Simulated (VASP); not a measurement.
Input of a VASP 6.6.1 run:

Contents of INCAR:

```
PREC     = Accurate       # precision mode
ENCUT    = 520            # plane-wave cutoff, eV
EDIFF    = 1E-6           # SCF threshold, eV
ISMEAR   = 0              # smearing method
SIGMA    = 0.02           # smearing width, eV
LREAL    = Auto         
LASPH    = T              # aspherical terms in the spheres
NELM     = 60             # most SCF steps
ALGO     = Normal         # electronic algorithm
ISIF     = 2              # what is computed and relaxed
LWAVE    = F              # write WAVECAR
LCHARG   = F              # write CHGCAR
GGA      = PE             # functional
NELECT   = 290.0        
NBANDS   = 170            # bands
```

File KPOINTS:

```
Automatic mesh
0
Gamma
  2 2 2
  0.5 0.5 0.5
```

File POSCAR:

```
LiTi12O24
1.0
    4.6433175291      4.6433175291      0.0000000000
    4.6433175291     -4.6433175291      0.0000000000
    0.0000000000      0.0000000000     -8.8916040979
Ti O Li
12 24 1
Direct
    0.4975449001      0.0144201127      0.3388845836
    0.5258749143      0.0149658505      0.0083334924
    0.4821383985     -0.0145181585      0.6692851808
    0.0030121730      0.4865980027      0.3388817515
   -0.0252996761      0.4860260852      0.0083301387
    0.0184286552      0.5155433545      0.6692862065
   -0.0136746226      0.9978257831      0.4944081650
    0.0152835344      0.9823970695      0.1640233504
   -0.0141451725      1.0260041450      0.8249522692
    0.5142366974      0.5031948859      0.4944223587
    0.4852871387      0.5185997794      0.1640353273
    0.5147200852      0.4749984993      0.8249647867
    0.6941983653     -0.0026558986      0.4993677301
    0.6990918697      0.0013791970      0.1709074295
    0.6941630080      0.0058448818      0.8312754347
    0.1957327026      0.5032198018      0.5002519321
    0.1920427066      0.5019068523      0.1632605942
    0.1977105929      0.4991129902      0.8349002461
    0.5010876856      0.3016987894      0.6624300582
    0.4970694746      0.3065654705      0.3339257334
    0.5056029938      0.3066168003      1.0019938113
    0.0016085966      0.8087450813      0.6699908410
    0.0029815115      0.8050651438      0.3330561840
   -0.0013144433      0.8030855836      0.9984531371
    0.4975916742      0.6959345630      0.3330584216
    0.5018878770      0.6979088642     -0.0015500916
    0.4989613994      0.6922598409      0.6699934617
    0.0035014698      0.1944376225      0.3339201386
   -0.0050286064      0.1943787392      0.0019906583
   -0.0005151172      0.1993109768      0.6624256798
    0.3048358598     -0.0022132746      0.5002508419
    0.3085307549     -0.0009095010      0.1632576890
    0.3028569864      0.0018959372      0.8348952677
    0.8063686034      0.5036609979      0.4993704779
    0.8014819405      0.4996163608      0.1709047689
    0.8064067243      0.4951499584      0.8312761181
    0.2502875976      0.7505057286      0.9169572009
```

Potentials or basis: VASP PAW PBE potentials, release 64 (Ti_sv, O, Li_sv).

Command:

```sh
$ cat potpaw_PBE.64/Ti_sv/POTCAR potpaw_PBE.64/O/POTCAR potpaw_PBE.64/Li_sv/POTCAR > POTCAR
$ mpirun -np 1 vasp_std > vasp.out
```

Problem. Predict the largest force.

Solution. 0.068 eV/Å.

Forces on the atoms (eV/Å):
```
Ti  -0.014  0.019  0.035
Ti  -0.044 -0.015  0.033
Ti   0.034  0.008 -0.002
Ti   0.011 -0.017  0.032
Ti   0.045  0.018  0.036
Ti  -0.031 -0.012 -0.007
Ti   0.007  0.008 -0.029
Ti   0.009 -0.050 -0.002
Ti  -0.017  0.045 -0.029
Ti  -0.016 -0.013 -0.028
Ti  -0.012  0.043  0.003
Ti   0.016 -0.044 -0.030
O    0.000  0.002 -0.024
O    0.040  0.038 -0.035
O    0.002  0.002  0.024
O    0.045  0.044  0.006
O    0.002  0.001  0.008
O    0.006  0.038 -0.024
O   -0.043  0.039  0.029
O    0.001  0.001  0.022
O   -0.003  0.003 -0.023
O    0.001  0.001 -0.010
O   -0.045  0.044 -0.006
O   -0.034  0.001  0.017
O    0.047 -0.044 -0.008
O    0.038  0.001  0.018
O   -0.002 -0.001 -0.010
O    0.000 -0.001  0.023
O    0.003 -0.001 -0.021
O    0.045 -0.040  0.030
O   -0.044 -0.043  0.006
O    0.001  0.000  0.010
O   -0.006 -0.037 -0.021
O   -0.001 -0.001 -0.024
O   -0.037 -0.039 -0.036
O   -0.002 -0.001  0.023
Li  -0.002  0.002  0.010
```

Caveat: the cell carries a net charge on a neutralising background, which shifts energy and pressure; the cell differs from its parent crystal (with an interstitial atom, then relaxed in part).
